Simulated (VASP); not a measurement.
Here is a VASP 6.6.1 calculation.

POSCAR

```
PtSe2
1.0
    3.7240000000      0.0000000000      0.0000000000
   -1.8620000000      3.2250786037      0.0000000000
    0.0000000000      0.0000000000      5.0620000000
Pt Se
1 2
Direct
    0.0000000000      0.0000000000      0.0000000000
    0.6666666667      0.3333333333      0.7500000000
    0.3333333333      0.6666666667      0.2500000000
```

Contents of INCAR.step1:

```
SYSTEM = PtSe2
PREC = Accurate ; ENCUT = 520
EDIFF = 1E-5 ; ISMEAR = -1
SIGMA = 0.05 ; LREAL = .FALSE.
LASPH = .TRUE. ; NELM = 80
ALGO = Normal ; ISIF = 2
LWAVE = .TRUE. ; LCHARG = .FALSE.
NBANDS = 18 ; GGA = PE
```

The input INCAR.step2:

```
SYSTEM = PtSe2
PREC = Accurate ; ENCUT = 520
EDIFF = 1E-6 ; ISMEAR = -1
SIGMA = 0.05 ; LREAL = .FALSE.
LASPH = .TRUE. ; NELM = 80
ALGO = Normal ; ISIF = 2
LWAVE = .FALSE. ; LCHARG = .FALSE.
GGA = PE ; LHFCALC = .TRUE.
AEXX = 0.1 ; HFSCREEN = 0.2078699
PRECFOCK = Normal ; NBANDS = 18
ISTART = 1
```

File KPOINTS:

```
Automatic mesh
0
G
  5 5 3
  0 0 0
```

Potentials or basis: VASP PAW PBE potentials, release 64 (Pt, Se).

Run with:

```bash
$ cat potpaw_PBE.64/Pt/POTCAR potpaw_PBE.64/Se/POTCAR > POTCAR
$ cp INCAR.step1 INCAR
$ mpirun -np 1 vasp_std > vasp.out
$ cp INCAR.step2 INCAR
$ mpirun -np 1 vasp_std > vasp.out
```

(1) Estimate the largest force.

(2) Estimate the pressure.

(3) Estimate the band gap on the k mesh.

Results:

(1) 0.343 eV/Å.

(2) 5.3 GPa.

(3) zero (bands 11 and 12 overlap by 0.04 eV).

Caveat: the k points lie up to 0.41 Å⁻¹ apart; the PAW data sets were made with another functional, which shifts forces and pressure a little; spin-orbit coupling is left out, which moves the levels of the heavy elements.
